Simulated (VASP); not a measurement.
A run of VASP 6.6.1 is set up as follows.

The input POSCAR:

```
FeNi3
1.0
    0.0000000000      2.8977959534      2.8977959534
    2.8977959534      0.0000000000      2.8977959534
    2.8977959534      2.8977959534      0.0000000000
Fe Ni
1 3
Direct
    0.0000000000      0.0000000000      0.0000000000
    0.7500000000      0.7500000000      0.7500000000
    0.2500000000      0.2500000000      0.2500000000
    0.5000000000      0.5000000000      0.5000000000
```

Contents of INCAR.step1:

```
SYSTEM = FeNi3
PREC = Accurate
ENCUT = 520
ISMEAR = 1
SIGMA = 0.1
LREAL = .FALSE.
LASPH = .TRUE.
NELM = 150
ISPIN = 2
MAGMOM = 2.4 1 1 1
LMAXMIX = 4
NBANDS = 31
GGA = PE
ALGO = Normal
EDIFF = 1E-4
LWAVE = .TRUE.
LCHARG = .FALSE.
```

INCAR.step2

```
SYSTEM = FeNi3
PREC = Accurate
ENCUT = 520
EDIFF = 1E-6
ISMEAR = 1
SIGMA = 0.1
LREAL = .FALSE.
LASPH = .TRUE.
NELM = 150
ALGO = Normal
ISIF = 2
LWAVE = .FALSE.
LCHARG = .TRUE.
ISPIN = 2
MAGMOM = 2.4 1 1 1
LORBIT = 11
LMAXMIX = 4
METAGGA = R2SCAN
LMIXTAU = .TRUE.
LELF = .TRUE.
LVHAR = .TRUE.
NBANDS = 31
ISTART = 1
```

The input KPOINTS:

```
regular mesh
0
G
  7 7 7
  0 0 0
```

Potentials or basis: VASP PAW PBE potentials, release 64 (Fe, Ni).

Run with:

```bash
$ cat potpaw_PBE.64/Fe/POTCAR potpaw_PBE.64/Ni/POTCAR > POTCAR
$ cp INCAR.step1 INCAR
$ mpirun -np 1 vasp_std > vasp.out
$ cp INCAR.step2 INCAR
$ mpirun -np 1 vasp_std > vasp.out
```

Question: What does it give for the net moment?

Answer: 5.03 μB per cell.

Question: Estimate the pressure.

Answer: -17.1 GPa.

Question: What does it give for the site moments?

Answer: Fe +3.23; Ni +0.72, +0.51 (each value once) μB.

Caveat: the cell stands under tension; the PAW data sets were made with another functional, which shifts forces and pressure a little.
